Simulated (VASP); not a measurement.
# C (R-3m) in VASP: a series of runs

The runs below take C through single point, relaxation of cell and atoms, with PBEsol.

Program: VASP 6.6.1. These are calculated values, not measurements. Logs are shortened: lines on timing, memory, paths and dates and some standing lists are left out, and cuts for length are marked.

## (1) The cell of the first run

Symmetry: R-3m, No. 166, trigonal system. The conventional cell has a = 2.459 Å, b = 2.459 Å, c = 11.019 Å, α = 90.00°, β = 90.00°, γ = 120.00°. C (site symmetry 3m) has 3 C at 1.42 Å within 1.9 Å.

## (2) Single point, PBEsol

Input file INCAR:

```
  ALGO = Normal
  EDIFF = 1E-6
  ENCUT = 520
  GGA = PS
  ISIF = 2
  ISMEAR = 0
  LASPH = T
  LCHARG = F
  LREAL = F
  LWAVE = F
  NBANDS = 11
  NELM = 100
  PREC = Accurate
  SIGMA = 0.02
```

Input file KPOINTS:

```
k-points
0
Gamma
  10 10 10
```

Input file POSCAR:

```
C
1.0
    1.2293805493      0.7097813621      3.6730087215
   -1.2293805493      0.7097813621      3.6730087215
    0.0000000000     -1.4195682111      3.6730076612
C
2
Direct
    0.8333408268      0.8333408268      0.8333408268
    0.1666591732      0.1666591732      0.1666591732
```

Potentials or basis: VASP PAW PBE potentials, release 64 (C).

Launch:

```sh
$ cat potpaw_PBE.64/C/POTCAR > POTCAR
$ mpirun -np 1 vasp_std > vasp.out
```

OUTCAR:

```text
EDIFF = 1E-6
   ENCUT = 520
   GGA = PS
   ISIF = 2
   ISMEAR = 0
   LASPH = T
   LREAL = F
   NELM = 100
   PREC = Accurate

 ion  position               nearest neighbor table
   1  0.833  0.833  0.833-   2 1.42   2 1.42   2 1.42
   2  0.167  0.167  0.167-   1 1.42   1 1.42   1 1.42

  LATTYP: Found a trigonal (rhomboedric) cell.
 ALAT       =     3.9377860766
 COS(alpha) =     0.8050611351

  Lattice vectors:

 A1 = (   1.2293805493,   0.7097813621,   3.6730087215)
 A2 = (  -1.2293805493,   0.7097813621,   3.6730087215)
 A3 = (   0.0000000000,  -1.4195682111,   3.6730076612)

Analysis of symmetry for initial positions (statically):
=====================================================================
 Subroutine PRICEL returns:
 Original cell was already a primitive cell.

 Routine SETGRP: Setting up the symmetry group for a
 trigonal (rhombohedral) supercell.

 Subroutine GETGRP returns: Found 12 space group operations
 (whereof 12 operations were pure point group operations)
 out of a pool of 12 trial point group operations.

The static configuration has the point symmetry D_3d.

Analysis of symmetry for dynamics (positions and initial velocities):
=====================================================================
 Subroutine PRICEL returns:
 Original cell was already a primitive cell.

 Routine SETGRP: Setting up the symmetry group for a
 trigonal (rhombohedral) supercell.

 Subroutine GETGRP returns: Found 12 space group operations
 (whereof 12 operations were pure point group operations)
 out of a pool of 12 trial point group operations.

The dynamic configuration has the point symmetry D_3d.

 Subroutine INISYM returns: Found 12 space group operations
 (whereof 12 operations are pure point group operations),
 and found     1 'primitive' translations

----------------------------------------------------------------------------------------

                                     Primitive cell

  volume of cell :      19.2303

  direct lattice vectors                    reciprocal lattice vectors
     1.229380549  0.709781362  3.673008722     0.406708891  0.234813443  0.090752247
    -1.229380549  0.709781362  3.673008722    -0.406708891  0.234813443  0.090752247
     0.000000000 -1.419568211  3.673007661     0.000000000 -0.469627021  0.090751896

  length of vectors
     3.937786077  3.937786077  3.937786077     0.478315215  0.478315215  0.478315215

  position of ions in fractional coordinates (direct lattice)
     0.833340827  0.833340827  0.833340827
     0.166659173  0.166659173  0.166659173

  ion indices of the primitive-cell ions
   primitive index   ion index
                 1           1
                 2           2

----------------------------------------------------------------------------------------

 KPOINTS: k-points

Automatic generation of k-mesh.
 Grid dimensions read from file:
 generate k-points for:   10   10   10

 Generating k-lattice:

  Cartesian coordinates                     Fractional coordinates (reciprocal lattice)
     0.040670889  0.023481344  0.009075225     0.100000000  0.000000000  0.000000000
    -0.040670889  0.023481344  0.009075225     0.000000000  0.100000000  0.000000000
     0.000000000 -0.046962702  0.009075190     0.000000000  0.000000000  0.100000000

  Length of vectors
     0.047831522  0.047831522  0.047831522

  Shift w.r.t. Gamma in fractional coordinates (k-lattice)
     0.000000000  0.000000000  0.000000000

 Subroutine IBZKPT returns following result:
 ===========================================

 Found    116 irreducible k-points:

 Following reciprocal coordinates:
            Coordinates               Weight
  0.000000  0.000000  0.000000      1.000000
  0.100000  0.000000  0.000000      6.000000
  0.200000  0.000000  0.000000      6.000000
  0.300000 -0.000000  0.000000      6.000000
  0.400000 -0.000000 -0.000000      6.000000
  0.500000  0.000000  0.000000      3.000000
[... 16 lines left out ...]
  0.300000  0.300000  0.000000      6.000000
  0.400000  0.300000 -0.000000     12.000000
 [... further k-points ...]
   k-points           NKPTS =    116   k-points in BZ     NKDIM =    116   number of bands    NBANDS=     11
   number of dos      NEDOS =    301   number of ions     NIONS =      2
   total plane-waves  NPLWV =  27000
   dimension x,y,z NGX =    30 NGY =   30 NGZ =   30
   dimension x,y,z NGXF=    60 NGYF=   60 NGZF=   60
   ions per type =               2
   NGX,Y,Z   is equivalent  to a cutoff of  12.67, 12.67, 12.67 a.u.
   NGXF,Y,Z  is equivalent  to a cutoff of  25.33, 25.33, 25.33 a.u.
 SYSTEM =  unknown system
   PREC   = accura    normal or accurate (medium, high low for compatibility)
   ISTART =      0    job   : 0-new  1-cont  2-samecut
   ICHARG =      2    charge: 1-file 2-atom 10-const
   ISPIN  =      1    spin polarized calculation?
   LNONCOLLINEAR =      F non collinear calculations
   LSORBIT =      F    spin-orbit coupling
   LASPH  =      T    aspherical Exc in radial PAW
   ENCUT  =  520.0 eV  38.22 Ry    6.18 a.u.   7.32  7.32  7.32*2*pi/ulx,y,z
   NELM   =    100;   NELMIN=  2; NELMDL= -5     # of ELM steps
   EDIFF  = 0.1E-05   stopping-criterion for ELM
   LREAL  =      F    real-space projection
   EDIFFG = 0.1E-04   stopping-criterion for IOM
   NSW    =      0    number of steps for IOM
   IBRION =     -1    ionic relax: 0-MD 1-quasi-New 2-CG
   NFREE  =      0    steps in history (QN), initial steepest desc. (CG)
   ISIF   =      2    stress and relaxation
   ISYM   =      2    0-nonsym 1-usesym 2-fastsym
   POTIM  = 0.5000    time-step for ionic-motion
   TEBEG  =    0.0;   TEEND  =   0.0 temperature during run
   PSTRESS=    0.0 pullay stress
   NELECT =       8.0000    total number of electrons
   NUPDOWN=      -1.0000    fix difference up-down
   EMIN   =  10.00;   EMAX   =-10.00  energy-range for DOS
   EFERMI =   0.00;   METHOD = LEGACY
   ISMEAR =     0;   SIGMA  =   0.02  broadening in eV -4-tet -1-fermi 0-gaus
   EFERMI_NEDOS =   21; number of points for ismear=-14 and -15
   IALGO  =     38    algorithm
   IMIX   =      4    mixing-type and parameters
     AMIX     =   0.40;   BMIX     =  1.00
     AMIX_MAG =   1.60;   BMIX_MAG =  1.00
  volume/ion in A,a.u.               =       9.62        64.89
  Fermi-wavevector in a.u.,A,eV,Ry     =   1.222108  2.309450 20.320969  1.493549
  Thomas-Fermi vector in A             =   2.357267
   LORBIT       =      0    0 simple, 1 ext, 2 COOP (PROOUT), +10 PAW based schemes
   GGA     = PS    functional components
   LHFCALC =     F    Hartree Fock is set to
   AEXX    =    0.0000 exact exchange contribution
   IVDW    =     0    specifies the selected vdW correction
   LEPSILON=     F    determine dielectric tensor
   LRPA    =     F    only Hartree local field effects (RPA)
 non-spin polarized calculation
 Gauss-broadening in eV      SIGMA  =   0.02
  energy-cutoff  :      520.00
  volume of cell :       19.23
 maximum number of plane-waves:       532
 NGX is ok and might be reduce to    30
   NGX = 15   NGY = 15   NGZ = 15

 number of electron       8.0000000 magnetization

 Free energy of the ion-electron system (eV)
  ---------------------------------------------------
  ext. energy  EPLUGINS =         0.00000000
  ---------------------------------------------------
  free energy    TOTEN  =       -19.29432122 eV

  energy without entropy =      -19.29432122  energy(sigma->0) =      -19.29432122

 E-fermi :   3.3124     XC(G=0):  -9.9198

 val. band max:        3.1771868034   @ k =  -0.3000   0.3000   0.0000
 cond. band min:       4.7265042815   @ k =  -0.3000   0.3000   0.0000
 fundamental gap:      1.5493174781
 Fermi energy:         3.3124271850

 k-point     1 :       0.0000    0.0000    0.0000
  band No.  band energies     occupation
      1     -15.7239      2.00000
      2      -3.1655      2.00000
      3       0.9049      2.00000
      4       0.9049      2.00000
      5       7.3383      0.00000
      6      12.2564      0.00000
      7      12.2564      0.00000
      8      15.4090      0.00000
      9      16.7562      0.00000
     10      26.0904      0.00000
     11      26.3184      0.00000

 k-point     2 :       0.1000    0.0000    0.0000
  band No.  band energies     occupation
      1     -15.4837      2.00000
      2      -2.9039      2.00000
      3      -0.0151      2.00000
      4       0.4247      2.00000
      5       7.6785      0.00000
      6      12.3439      0.00000
      7      13.2542      0.00000
      8      14.5865      0.00000
      9      17.1862      0.00000
     10      25.5740      0.00000
     11      27.0764      0.00000

 k-point     3 :       0.2000    0.0000    0.0000
  band No.  band energies     occupation
      1     -14.7670      2.00000
      2      -2.2065      2.00000
      3      -2.1281      2.00000
      4      -0.6031      2.00000
      5       8.6933      0.00000
      6      12.2184      0.00000
      7      12.5060      0.00000
      8      15.7904      0.00000
      9      18.4798      0.00000
     10      23.7401      0.00000
     11      27.4228      0.00000

 k-point     4 :       0.3000   -0.0000    0.0000
  band No.  band energies     occupation
      1     -13.5876      2.00000
      2      -4.8408      2.00000
      3      -1.6014      2.00000
      4      -0.8786      2.00000
      5       9.7589      0.00000
      6      10.4076      0.00000
      7      11.8955      0.00000
      8      19.1095      0.00000
      9      19.6259      0.00000
     10      22.0095      0.00000
     11      25.7340      0.00000

 k-point     5 :       0.4000   -0.0000   -0.0000
  band No.  band energies     occupation
      1     -11.9789      2.00000
      2      -7.4438      2.00000
      3      -2.2759      2.00000
      4       0.6908      2.00000
      5       7.1831      0.00000
      6      11.5268      0.00000
      7      12.6994      0.00000
      8      18.1319      0.00000
      9      21.7365      0.00000
     10      22.3784      0.00000
     11      24.7110      0.00000
[... 211 lines left out ...]
 k-point    21 :      -0.3000    0.2000   -0.0000
  band No.  band energies     occupation
      1     -11.3326      2.00000
      2      -7.0046      2.00000
      3      -4.6581      2.00000
      4       1.5921      2.00000
      5       6.4821      0.00000
      6      12.9831      0.00000
      7      15.0493      0.00000
      8      16.2510      0.00000
      9      18.2422      0.00000
     10      23.1274      0.00000
     11      26.0229      0.00000

 k-point    22 :      -0.2000    0.2000    0.0000
  band No.  band energies     occupation
      1     -12.9072      2.00000
      2      -4.9902      2.00000
      3      -3.5861      2.00000
      4       0.0058      2.00000
      5       8.6875      0.00000
      6      10.9327      0.00000
      7      14.8438      0.00000
      8      16.1037      0.00000
      9      18.3344      0.00000
     10      23.5258      0.00000
     11      25.5829      0.00000

 k-point    23 :       0.3000    0.3000    0.0000
  band No.  band energies     occupation
      1     -13.5563      2.00000
      2      -4.8127      2.00000
      3      -1.6174      2.00000
      4      -1.1802      2.00000
      5       9.5244      0.00000
      6      11.2364      0.00000
      7      11.8598      0.00000
      8      19.1013      0.00000
      9      20.5008      0.00000
     10      21.2537      0.00000
     11      26.1725      0.00000

 k-point    24 :       0.4000    0.3000   -0.0000
  band No.  band energies     occupation
      1     -12.6250      2.00000
      2      -6.0408      2.00000
      3      -2.7392      2.00000
      4      -0.2707      2.00000
      5       8.0199      0.00000
      6      12.4118      0.00000
      7      12.9119      0.00000
      8      18.9692      0.00000
      9      19.5213      0.00000
     10      23.0287      0.00000
     11      25.5801      0.00000

 [... further k-points ...]

------------------------ aborting loop because EDIFF is reached ----------------------------------------

  FORCE on cell =-STRESS in cart. coord.  units (eV):
  Direction    XX          YY          ZZ          XY          YZ          ZX
  --------------------------------------------------------------------------------------
  -------------------------------------------------------------------------------------
  Total        0.1129500      0.1129500     -0.0098036      0.0000000      0.0000001      0.0000000
  in kB        9.4104731      9.4104731     -0.8167901      0.0000000      0.0000051      0.0000000
  external PRESSURE =       6.0013854 kB  Pullay stress =       0.0000000 kB

 VOLUME and BASIS-vectors are now :
 -----------------------------------------------------------------------------
  energy-cutoff  :      520.00
  volume of cell :       19.23
      direct lattice vectors                 reciprocal lattice vectors
     1.229380549  0.709781362  3.673008722     0.406708891  0.234813443  0.090752247
    -1.229380549  0.709781362  3.673008722    -0.406708891  0.234813443  0.090752247
     0.000000000 -1.419568211  3.673007661     0.000000000 -0.469627021  0.090751896

 POSITION                                       TOTAL-FORCE (eV/Angst)
 -----------------------------------------------------------------------------------
      0.00000     -0.00000      9.18260         0.000000     -0.000000      0.000093
      0.00000     -0.00000      1.83642         0.000000      0.000000     -0.000093
 -----------------------------------------------------------------------------------
    total drift:                               -0.000000      0.000000      0.000000

  FREE ENERGIE OF THE ION-ELECTRON SYSTEM (eV)
  ---------------------------------------------------
  free  energy   TOTEN  =       -19.2943212168 eV

  energy  without entropy=      -19.2943212168  energy(sigma->0) =      -19.29432122
```

Wall time 23 s (1 thread of AMD EPYC 9R45 (Zen 5), shared host); peak memory 0.13 GiB.

What came out:

- Free energy: -19.2943 eV
- Pressure: 0.6 GPa
- Band gap on the k mesh: 1.55 eV, direct

Stress tensor (GPa, compression positive):
```
 0.94  0.00  0.00
 0.00  0.94  0.00
 0.00  0.00 -0.08
```

Caveat: the PAW data sets were made with another functional, which shifts forces and pressure a little. A k mesh can miss the band edges.

## (3) Relaxation of cell and atoms, PBEsol

This run uses another cell than the first one, of 8.74 Å³/atom, 0.909 times its volume.

Input file INCAR:

```
SYSTEM = C
  PREC = Accurate
  ENCUT = 600
  EDIFF = 1E-6
  ISMEAR = 0
  SIGMA = 0.02
  LREAL = .False.
  LASPH = .True.
  NELM = 80
  ALGO = Normal
  ISIF = 3
  LWAVE = .False.
  LCHARG = .False.
  GGA = PS
  IBRION = 2
  NSW = 80
  EDIFFG = -0.02
```

Input file KPOINTS:

```
regular mesh
0
Gamma
  10 10 10
  0 0 0
```

Input file POSCAR:

```
C
1.0
    1.2280300000      0.7090000000      3.3470100000
   -1.2280300000      0.7090000000      3.3470100000
    0.0000000000     -1.4180100000      3.3470100000
C
2
Direct
    0.8360000000      0.8360000000      0.8360000000
    0.1640000000      0.1640000000      0.1640000000
```

Potentials or basis: VASP PAW PBE potentials, release 64 (C).

Launch:

```sh
$ cat potpaw_PBE.64/C/POTCAR > POTCAR
$ mpirun -np 1 vasp_std > vasp.out
```

Wall time 1.8 min (1 thread of AMD EPYC 9R45 (Zen 5), shared host); peak memory 0.13 GiB.

It converged, with:

```
Free energy                            : -19.2961 eV
Relaxed volume                         : 9.52 Å³/atom
Relaxed cell                           : a = 3.899 Å, b = 3.899 Å, c = 3.899 Å, α = 36.78°, β = 36.78°, γ = 36.78°
Space group after relaxing (to 0.05 Å) : R-3m (No. 166)
Energy gained by relaxing              : 14.0 meV/atom
Ionic steps                            : 11
Pressure after relaxing                : -0.1 GPa
Largest force after relaxing           : 0.008 eV/Å
Band gap on the k mesh                 : 1.51 eV, direct
```

Forces on the atoms (eV/Å):
```
C    0.000  0.000  0.008
C    0.000  0.000 -0.008
```

Stress tensor (GPa, compression positive):
```
-0.17  0.00  0.00
 0.00 -0.17  0.00
 0.00  0.00 -0.07
```

The path:
```tsv
step	energy change (eV)	largest force (eV/Å)	pressure (GPa)	volume (Å³)
1	0.0000	0.8756	1.44	17.48
2	-0.0140	0.5268	-2.22	17.68
3	-0.0233	0.0160	-0.73	17.61
4	-0.0230	0.0484	2.78	17.52
5	-0.0238	0.0115	0.77	17.57
6	-0.0243	0.0127	0.62	17.64
7	-0.0256	0.0169	0.59	17.83
8	-0.0272	0.0260	0.41	18.23
9	-0.0280	0.0473	0.15	19.01
10	-0.0245	0.2766	-2.34	19.21
11	-0.0281	0.0080	-0.14	19.04
```

Final structure:
```cif
data_structure
_symmetry_space_group_name_H-M 'P 1'
_symmetry_Int_Tables_number 1
_cell_length_a 3.8992
_cell_length_b 3.8992
_cell_length_c 3.8992
_cell_angle_alpha 36.781
_cell_angle_beta 36.781
_cell_angle_gamma 36.781
_cell_volume 19.04
loop_
_atom_site_label
_atom_site_type_symbol
_atom_site_fract_x
_atom_site_fract_y
_atom_site_fract_z
_atom_site_occupancy
C1 C 0.83332 0.83332 0.83332 1
C2 C 0.16668 0.16668 0.16668 1
```

Levels at points of the mesh, in eV from the valence-band top:
| k point | band 1 | band 2 | band 3 | band 4 | band 5 | band 6 | band 7 | band 8 |
| --- | --- | --- | --- | --- | --- | --- | --- | --- |
| (0.00, 0.00, 0.00) | -18.92 | -6.31 | -2.30 | -2.30 | 4.20 | 9.04 | 9.04 | 12.18 |
| (0.50, 0.00, 0.00) | -13.56 | -12.60 | -5.71 | -1.46 | 2.58 | 8.22 | 12.03 | 12.45 |
| (0.50, 0.50, 0.00) | -13.50 | -12.56 | -5.73 | -1.91 | 2.07 | 8.00 | 13.26 | 14.57 |
| (0.50, 0.50, 0.50) | -18.75 | -7.63 | -2.30 | -2.30 | 9.02 | 9.02 | 9.33 | 12.29 |

Caveat: the PAW data sets were made with another functional, which shifts forces and pressure a little. Zero-point motion and thermal expansion aren't in these numbers.
